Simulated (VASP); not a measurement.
Write the native input for VASP 6.6.1 that does the following.

| Item | Value |
| --- | --- |
| Task | single point |
| Functional | PBEsol |
| Potentials or basis | VASP PAW PBE potentials, release 64 (Ta_pv, H) |
| Cutoff | 520 eV |
| k mesh | 8 × 8 × 8 |
| Occupations | gaussian, width 0.3 eV |
| Spin | no spin polarisation |
| Dipole correction | no |
| Further INCAR settings | ALGO = Normal; EDIFF = 1e-07; NBANDS = 18 |

The structure of Ta2H lies in POSCAR:

```
Ta2H
1.0
    3.3724360000      0.0000000000      0.0000000000
    0.0000000000      3.3724360000      0.0000000000
    0.0000000000      0.0000000000      3.4101120000
Ta H
2 1
Direct
    0.5000000000      0.0000000000      0.7413230000
    0.0000000000      0.5000000000      0.2586770000
    0.0000000000      0.0000000000      0.0000000000
```

One way to write it, as run:

INCAR

```
  PREC = Accurate
  ENCUT = 520
  EDIFF = 1E-7
  ISMEAR = 0
  SIGMA = 0.3
  LREAL = False
  LASPH = True
  NELM = 80
  ALGO = Normal
  ISIF = 2
  LWAVE = False
  LCHARG = True
  GGA = PS
  LELF = True
  LVHAR = True
  NBANDS = 18
```

KPOINTS

```
Automatic mesh
0
Gamma
  8 8 8
```

Potentials or basis: VASP PAW PBE potentials, release 64 (Ta_pv, H).

Command:

```bash
$ cat potpaw_PBE.64/Ta_pv/POTCAR potpaw_PBE.64/H/POTCAR > POTCAR
$ mpirun -np 1 vasp_std > vasp.out
```

Results of the run:

```yaml
Pressure: -4.1 GPa
Largest_force: 0.076 eV/Å
```

Caveat: the PAW data sets were made with another functional, which shifts forces and pressure a little.

Wall time 44 s on 1 thread of Intel(R) Xeon(R) Platinum 8259CL CPU @ 2.50GHz (Skylake/Cascade Lake), on a shared host, peak memory 0.19 GiB.
